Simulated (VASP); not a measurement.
# Ge (Im-3m) in VASP: further runs

Ge is run at these levels: PBE; tasks: relaxation of cell and atoms, single point.

Program: VASP 6.6.1. These are calculated values, not measurements. Logs are shortened: lines on timing, memory, paths and dates and some standing lists are left out, and cuts for length are marked.

## 1. The cell of the first run

The structure is cubic, space group Im-3m (No. 229). The conventional cell has a = 3.690 Å, b = 3.690 Å, c = 3.690 Å, α = 90.00°, β = 90.00°, γ = 90.00°. Within 4.2 Å of Ge (site symmetry m-3m) lie 14 Ge at 3.20 to 3.69 Å.

## 2. Relaxation of cell and atoms, PBE

Input file INCAR:

```
SYSTEM = Ge
PREC = Accurate
ENCUT = 600
EDIFF = 1E-7
ISMEAR = 0
SIGMA = 0.1
LREAL = .False.
LASPH = .True.
NELM = 100
ALGO = Normal
ISIF = 3
LWAVE = .False.
LCHARG = .False.
GGA = PE
IBRION = 2
NSW = 90
EDIFFG = -0.04
```

Input file KPOINTS:

```
regular mesh
0
Gamma
  6 6 6
  0 0 0
```

Input file POSCAR:

```
Ge
1.0
   -1.8452277143      1.8452277143      1.8452277143
    1.8452277143     -1.8452277143      1.8452277143
    1.8452277143      1.8452277143     -1.8452277143
Ge
1
Direct
    0.0000000000      0.0000000000      0.0000000000
```

Potentials or basis: VASP PAW PBE potentials, release 64 (Ge_d).

Started as:

```bash
$ cat potpaw_PBE.64/Ge_d/POTCAR > POTCAR
$ mpirun -np 1 vasp_std > vasp.out
```

OUTCAR:

```text
SYSTEM = Ge
   PREC = Accurate
   ENCUT = 600
   EDIFF = 1E-7
   ISMEAR = 0
   LREAL = .False.
   LASPH = .True.
   NELM = 100
   ISIF = 3
   GGA = PE
   IBRION = 2
   NSW = 90
   EDIFFG = -0.04

 ion  position               nearest neighbor table
   1  0.000  0.000  0.000-

  LATTYP: Found a body centered cubic cell.
 ALAT       =     3.6904554286

  Lattice vectors:

 A1 = (  -1.8452277143,   1.8452277143,   1.8452277143)
 A2 = (   1.8452277143,  -1.8452277143,   1.8452277143)
 A3 = (   1.8452277143,   1.8452277143,  -1.8452277143)

Analysis of symmetry for initial positions (statically):
=====================================================================
 Subroutine PRICEL returns:
 Original cell was already a primitive cell.

 Routine SETGRP: Setting up the symmetry group for a
 body centered cubic supercell.

 Subroutine GETGRP returns: Found 48 space group operations
 (whereof 48 operations were pure point group operations)
 out of a pool of 48 trial point group operations.

The static configuration has the point symmetry O_h .

Analysis of symmetry for dynamics (positions and initial velocities):
=====================================================================
 Subroutine PRICEL returns:
 Original cell was already a primitive cell.

 Routine SETGRP: Setting up the symmetry group for a
 body centered cubic supercell.

 Subroutine GETGRP returns: Found 48 space group operations
 (whereof 48 operations were pure point group operations)
 out of a pool of 48 trial point group operations.

The dynamic configuration has the point symmetry O_h .

 Subroutine INISYM returns: Found 48 space group operations
 (whereof 48 operations are pure point group operations),
 and found     1 'primitive' translations

----------------------------------------------------------------------------------------

                                     Primitive cell

  volume of cell :      25.1310

  direct lattice vectors                    reciprocal lattice vectors
    -1.845227714  1.845227714  1.845227714     0.000000000  0.270969266  0.270969266
     1.845227714 -1.845227714  1.845227714     0.270969266  0.000000000  0.270969266
     1.845227714  1.845227714 -1.845227714     0.270969266  0.270969266  0.000000000

  length of vectors
     3.196028153  3.196028153  3.196028153     0.383208411  0.383208411  0.383208411

  position of ions in fractional coordinates (direct lattice)
     0.000000000  0.000000000  0.000000000

  ion indices of the primitive-cell ions
   primitive index   ion index
                 1           1

----------------------------------------------------------------------------------------

 KPOINTS: regular mesh

Automatic generation of k-mesh.
 Grid dimensions read from file:
 generate k-points for:    6    6    6

 Generating k-lattice:

  Cartesian coordinates                     Fractional coordinates (reciprocal lattice)
     0.000000000  0.045161544  0.045161544     0.166666667  0.000000000  0.000000000
     0.045161544  0.000000000  0.045161544     0.000000000  0.166666667  0.000000000
     0.045161544  0.045161544  0.000000000     0.000000000  0.000000000  0.166666667

  Length of vectors
     0.063868069  0.063868069  0.063868069

  Shift w.r.t. Gamma in fractional coordinates (k-lattice)
     0.000000000  0.000000000  0.000000000

 Subroutine IBZKPT returns following result:
 ===========================================

 Found     16 irreducible k-points:

 Following reciprocal coordinates:
            Coordinates               Weight
  0.000000  0.000000  0.000000      1.000000
  0.166667  0.000000  0.000000     12.000000
  0.333333  0.000000  0.000000     12.000000
  0.500000  0.000000  0.000000      6.000000
  0.166667  0.166667  0.000000     24.000000
  0.333333  0.166667  0.000000     48.000000
[... 8 lines left out ...]
  0.500000  0.500000  0.333333     12.000000
  0.500000  0.500000  0.500000      1.000000
   k-points           NKPTS =     16   k-points in BZ     NKDIM =     16   number of bands    NBANDS=     11
   number of dos      NEDOS =    301   number of ions     NIONS =      1
   total plane-waves  NPLWV =  21952
   dimension x,y,z NGX =    28 NGY =   28 NGZ =   28
   dimension x,y,z NGXF=    56 NGYF=   56 NGZF=   56
   ions per type =               1
   NGX,Y,Z   is equivalent  to a cutoff of  14.56, 14.56, 14.56 a.u.
   NGXF,Y,Z  is equivalent  to a cutoff of  29.13, 29.13, 29.13 a.u.
 SYSTEM =  Ge
   PREC   = accura    normal or accurate (medium, high low for compatibility)
   ISTART =      0    job   : 0-new  1-cont  2-samecut
   ICHARG =      2    charge: 1-file 2-atom 10-const
   ISPIN  =      1    spin polarized calculation?
   LNONCOLLINEAR =      F non collinear calculations
   LSORBIT =      F    spin-orbit coupling
   LASPH  =      T    aspherical Exc in radial PAW
   ENCUT  =  600.0 eV  44.10 Ry    6.64 a.u.   6.38  6.38  6.38*2*pi/ulx,y,z
   NELM   =    100;   NELMIN=  2; NELMDL= -5     # of ELM steps
   EDIFF  = 0.1E-06   stopping-criterion for ELM
   LREAL  =      F    real-space projection
   EDIFFG = -.4E-01   stopping-criterion for IOM
   NSW    =     90    number of steps for IOM
   IBRION =      2    ionic relax: 0-MD 1-quasi-New 2-CG
   NFREE  =      1    steps in history (QN), initial steepest desc. (CG)
   ISIF   =      3    stress and relaxation
   ISYM   =      2    0-nonsym 1-usesym 2-fastsym
   POTIM  = 0.5000    time-step for ionic-motion
   TEBEG  =    0.0;   TEEND  =   0.0 temperature during run
   PSTRESS=    0.0 pullay stress
   NELECT =      14.0000    total number of electrons
   NUPDOWN=      -1.0000    fix difference up-down
   EMIN   =  10.00;   EMAX   =-10.00  energy-range for DOS
   EFERMI =   0.00;   METHOD = LEGACY
   ISMEAR =     0;   SIGMA  =   0.10  broadening in eV -4-tet -1-fermi 0-gaus
   EFERMI_NEDOS =   21; number of points for ismear=-14 and -15
   IALGO  =     38    algorithm
   IMIX   =      4    mixing-type and parameters
     AMIX     =   0.40;   BMIX     =  1.00
     AMIX_MAG =   1.60;   BMIX_MAG =  1.00
  volume/ion in A,a.u.               =      25.13       169.59
  Fermi-wavevector in a.u.,A,eV,Ry     =   1.347041  2.545539 24.688043  1.814520
  Thomas-Fermi vector in A             =   2.474824
   LORBIT       =      0    0 simple, 1 ext, 2 COOP (PROOUT), +10 PAW based schemes
   GGA     = PE    functional components
   LHFCALC =     F    Hartree Fock is set to
   AEXX    =    0.0000 exact exchange contribution
   IVDW    =     0    specifies the selected vdW correction
   LEPSILON=     F    determine dielectric tensor
   LRPA    =     F    only Hartree local field effects (RPA)
 conjugate gradient relaxation of ions
 non-spin polarized calculation
 Gauss-broadening in eV      SIGMA  =   0.10
  energy-cutoff  :      600.00
  volume of cell :       25.13
 maximum number of plane-waves:       887
 NGX is ok and might be reduce to    28
   NGX = 13   NGY = 13   NGZ = 13

--------------------------------------- Ionic step        1  -------------------------------------------

 number of electron      14.0000009 magnetization

 Free energy of the ion-electron system (eV)
  ---------------------------------------------------
  ext. energy  EPLUGINS =         0.00000000
  ---------------------------------------------------
  free energy    TOTEN  =        -3.98143182 eV

  energy without entropy =       -3.97985501  energy(sigma->0) =       -3.98064341

 E-fermi :   4.0725     XC(G=0):  -9.9410

 val. band max:        4.0723884190   @ k =  -0.3333   0.3333   0.3333
 cond. band min:       4.4254122332   @ k =   0.5000   0.5000   0.3333
 fundamental gap:      0.3530238143
 Fermi energy:         4.0725070355

 k-point     1 :       0.0000    0.0000    0.0000
  band No.  band energies     occupation
      1     -20.6997      2.00000
      2     -20.6997      2.00000
      3     -20.6997      2.00000
      4     -20.6639      2.00000
      5     -20.6639      2.00000
      6      -7.0228      2.00000
      7      10.6277      0.00000
      8      10.6277      0.00000
      9      10.6277      0.00000
     10      16.9160      0.00000
     11      17.0539      0.00000

 k-point     2 :       0.1667    0.0000    0.0000
  band No.  band energies     occupation
      1     -20.7024      2.00000
      2     -20.6953      2.00000
      3     -20.6856      2.00000
      4     -20.6667      2.00000
      5     -20.6644      2.00000
      6      -6.4541      2.00000
      7       7.5072      0.00000
      8       9.4208      0.00000
      9      10.2860      0.00000
     10      14.6311      0.00000
     11      15.1292      0.00000
[... 251 lines left out ...]
 POSITION                                       TOTAL-FORCE (eV/Angst)
 -----------------------------------------------------------------------------------
     -1.70695      1.70695      1.70695        -0.000000      0.000000     -0.000000
 -----------------------------------------------------------------------------------
    total drift:                               -0.000000     -0.000000      0.000000

  FREE ENERGIE OF THE ION-ELECTRON SYSTEM (eV)
  ---------------------------------------------------
  free  energy   TOTEN  =        -4.2089056221 eV

  energy  without entropy=       -4.2064089335  energy(sigma->0) =       -4.20765728

--------------------------------------- Ionic step        3  -------------------------------------------

 number of electron      14.0000007 magnetization

 Free energy of the ion-electron system (eV)
  ---------------------------------------------------
  ext. energy  EPLUGINS =         0.00000000
  ---------------------------------------------------
  free energy    TOTEN  =        -4.21319747 eV

  energy without entropy =       -4.21070078  energy(sigma->0) =       -4.21194912

 E-fermi :   6.8036     XC(G=0): -11.1891

 val. band max:        6.1085308315   @ k =   0.5000   0.5000   0.5000
 cond. band min:       6.8513143906   @ k =   0.5000   0.5000   0.3333
 fundamental gap:      0.7427835591
 Fermi energy:         6.8036207628

 k-point     1 :       0.0000    0.0000    0.0000
  band No.  band energies     occupation
      1     -18.2010      2.00000
      2     -18.2010      2.00000
      3     -18.2010      2.00000
      4     -18.1204      2.00000
      5     -18.1204      2.00000
      6      -6.4269      2.00000
      7      15.4780      0.00000
      8      15.4780      0.00000
      9      15.4780      0.00000
     10      21.3238      0.00000
     11      21.3238      0.00000

 k-point     2 :       0.1667    0.0000    0.0000
  band No.  band energies     occupation
      1     -18.2079      2.00000
      2     -18.1925      2.00000
      3     -18.1691      2.00000
      4     -18.1273      2.00000
      5     -18.1212      2.00000
      6      -5.7064      2.00000
      7      11.3285      0.00000
      8      13.6345      0.00000
      9      14.8371      0.00000
     10      18.6141      0.00000
     11      18.8048      0.00000
[... 216 lines left out ...]
 POSITION                                       TOTAL-FORCE (eV/Angst)
 -----------------------------------------------------------------------------------
      0.00000     -0.00000      0.00000        -0.000000      0.000000      0.000000
 -----------------------------------------------------------------------------------
    total drift:                               -0.000000     -0.000000      0.000000

  FREE ENERGIE OF THE ION-ELECTRON SYSTEM (eV)
  ---------------------------------------------------
  free  energy   TOTEN  =        -4.2131974650 eV

  energy  without entropy=       -4.2107007765  energy(sigma->0) =       -4.21194912

 reached required accuracy - stopping structural energy minimisation
```

It took 22 s on 1 thread of AMD EPYC 7R13, shared host; peak memory 0.13 GiB.

What came out:

| Item | Value |
| --- | --- |
| Free energy | -4.2132 eV |
| Relaxed volume | 19.29 Å³/atom |
| Relaxed cell | a = 2.926 Å, b = 2.926 Å, c = 2.926 Å, α = 109.47°, β = 109.47°, γ = 109.47° |
| Space group after relaxing (to 0.05 Å) | Im-3m (No. 229) |
| Energy gained by relaxing | 231.8 meV/atom |
| Ionic steps | 3 |
| Pressure after relaxing | -0.2 GPa |
| Band gap on the k mesh | zero (band 7 reaches 15.48 eV, above the bottom of band 8 at 3.61 eV) |

The path:
| step | energy change (eV) | largest force (eV/Å) | pressure (GPa) | volume (Å³) |
| --- | --- | --- | --- | --- |
| 1 | 0.0000 | 0.0000 | -9.90 | 25.13 |
| 2 | -0.2275 | 0.0000 | -2.05 | 19.89 |
| 3 | -0.2318 | 0.0000 | -0.16 | 19.29 |

Final structure:
```
Ge
1.0
    -1.68960    1.68960    1.68960
     1.68960   -1.68960    1.68960
     1.68960    1.68960   -1.68960
Ge
1
Cartesian
  0.0000 0.0000 0.0000
```

Levels at points of the mesh, in eV from the Fermi level:
```tsv
k point	band 3	band 4	band 5	band 6	band 7	band 8	band 9	band 10	band 11
(0.00, 0.00, 0.00)	-25.00	-24.92	-24.92	-13.23	8.67	8.67	8.67	14.52	14.52
(0.50, 0.00, 0.00)	-24.93	-24.93	-24.88	-7.69	-5.44	4.02	6.35	9.09	9.36
(0.50, 0.50, 0.50)	-24.89	-24.89	-24.89	-3.03	-0.70	-0.70	-0.70	4.15	4.15
```

Caveat: the k points lie up to 0.44 Å⁻¹ apart in the final cell; the volume moved by over 15 % at a fixed basis, so the end points are rough.

## 3. Single point, PBE

This run uses another cell than the first one, of 19.20 Å³/atom, 0.764 times its volume.

Input file INCAR:

```
SYSTEM = Ge
PREC = Accurate ; ENCUT = 520
EDIFF = 1E-6 ; ISMEAR = 0
SIGMA = 0.1 ; LREAL = .False.
LASPH = .True. ; NELM = 80
ALGO = Normal ; ISIF = 2
LWAVE = .False. ; LCHARG = .False.
GGA = PE ; NBANDS = 13
```

Input file KPOINTS:

```
Automatic mesh
0
Gamma
  22 22 22
  0 0 0
```

Input file POSCAR:

```
Ge
1.0
   -1.6869663359      1.6869663359      1.6869663359
    1.6869663359     -1.6869663359      1.6869663359
    1.6869663359      1.6869663359     -1.6869663359
Ge
1
Direct
    0.0000000000      0.0000000000      0.0000000000
```

Potentials or basis: VASP PAW PBE potentials, release 64 (Ge_d).

Started as:

```bash
$ cat potpaw_PBE.64/Ge_d/POTCAR > POTCAR
$ mpirun -np 1 vasp_std > vasp.out
```

Run time: 75 s. Hardware: 1 thread of AMD EPYC 7R13, shared host; peak memory 0.17 GiB.

The run converged. Its results:

| Item | Value |
| --- | --- |
| Free energy | -4.1808 eV |
| Pressure | -0.1 GPa |
| Band gap on the k mesh | zero (band 7 reaches 15.57 eV, above the bottom of band 8 at 3.69 eV) |

Levels at points of the mesh, in eV from the Fermi level:
| k point | band 3 | band 4 | band 5 | band 6 | band 7 | band 8 | band 9 | band 10 | band 11 | band 12 |
| --- | --- | --- | --- | --- | --- | --- | --- | --- | --- | --- |
| (0.00, 0.00, 0.00) | -24.75 | -24.67 | -24.67 | -13.01 | 8.98 | 8.98 | 8.98 | 14.81 | 14.81 | 14.81 |
| (0.50, 0.00, 0.00) | -24.68 | -24.68 | -24.62 | -7.44 | -5.21 | 4.30 | 6.63 | 9.37 | 9.64 | 19.16 |
| (0.50, 0.50, 0.50) | -24.64 | -24.64 | -24.64 | -2.74 | -0.44 | -0.44 | -0.44 | 4.40 | 4.40 | 26.14 |

## 4. Relaxation of cell and atoms, PBE

This run uses another cell than the first one, of 19.26 Å³/atom, 0.766 times its volume.

Input file INCAR:

```
SYSTEM = Ge
PREC = Accurate
ENCUT = 600
EDIFF = 1E-6
ISMEAR = 0
SIGMA = 0.1
LREAL = .FALSE.
LASPH = .TRUE.
NELM = 80
ALGO = Normal
ISIF = 3
LWAVE = .FALSE.
LCHARG = .FALSE.
GGA = PE
IBRION = 2
NSW = 100
EDIFFG = -0.01
```

Input file KPOINTS:

```
regular mesh
0
G
  22 22 22
  0 0 0
```

Input file POSCAR:

```
Ge
1.0
   -1.6886062640      1.6886062640      1.6886062640
    1.6886062640     -1.6886062640      1.6886062640
    1.6886062640      1.6886062640     -1.6886062640
Ge
1
Direct
    0.0000000000      0.0000000000      0.0000000000
```

Started as:

```bash
$ cat potpaw_PBE.64/Ge_d/POTCAR > POTCAR
$ mpirun -np 1 vasp_std > vasp.out
```

Wall time 1.8 min (1 thread of AMD EPYC 7R13, shared host); peak memory 0.18 GiB.

The run converged. Its results:

```yaml
Free_energy: -4.1808 eV
Relaxed_volume: 19.23 Å³/atom
Relaxed_cell: a = 2.923 Å, b = 2.923 Å, c = 2.923 Å, α = 109.47°, β = 109.47°, γ = 109.47°
Space_group_after_relaxing_to_0.05_Å: Im-3m (No. 229)
Energy_gained_by_relaxing: 0.0 meV/atom
Ionic_steps: 3
Pressure_after_relaxing: 0.0 GPa
Band_gap_on_the_k_mesh: zero (band 7 reaches 15.55 eV, above the bottom of band 8 at 3.69 eV)
```

Final structure:
```yaml
crystal:
  lattice:
    - [-1.68767, 1.68767, 1.68767]
    - [1.68767, -1.68767, 1.68767]
    - [1.68767, 1.68767, -1.68767]
  atoms:
    - { symbol: Ge, position: [0.00000, 0.00000, 0.00000] }
```

Levels at points of the mesh, in eV from the Fermi level:
```tsv
k point	band 3	band 4	band 5	band 6	band 7	band 8	band 9	band 10	band 11
(0.00, 0.00, 0.00)	-24.75	-24.67	-24.67	-13.00	8.97	8.97	8.97	14.80	14.80
(0.50, 0.00, 0.00)	-24.68	-24.68	-24.62	-7.44	-5.20	4.29	6.62	9.36	9.63
(0.50, 0.50, 0.50)	-24.64	-24.64	-24.64	-2.75	-0.44	-0.44	-0.44	4.40	4.40
```

## 5. Summary

```csv
task,cell,k mesh,cutoff (eV),gap on the mesh (eV),pressure (GPa),relaxed volume (Å³/atom)
relaxation of cell and atoms,"relaxed from a = 3.196 Å, angles 109.5°, 1 atom",6 × 6 × 6,600,none,-0.2,19.29
single point,"a = 2.922 Å, angles 109.5°, 1 atom",22 × 22 × 22,520,none,-0.1,-
relaxation of cell and atoms,"relaxed from a = 2.925 Å, angles 109.5°, 1 atom",22 × 22 × 22,600,none,0.0,19.23
```

Alike in all rows: level PBE; potentials or basis VASP PAW PBE potentials, release 64 (Ge_d); no spin polarisation; smearing gaussian 0.1 eV.

Caveats: some runs use coarse meshes; the volume moved by over 15 % at a fixed basis, so the end points are rough (some runs).

Total energies depend on the potentials used, so only differences within one code and one set of settings carry meaning.
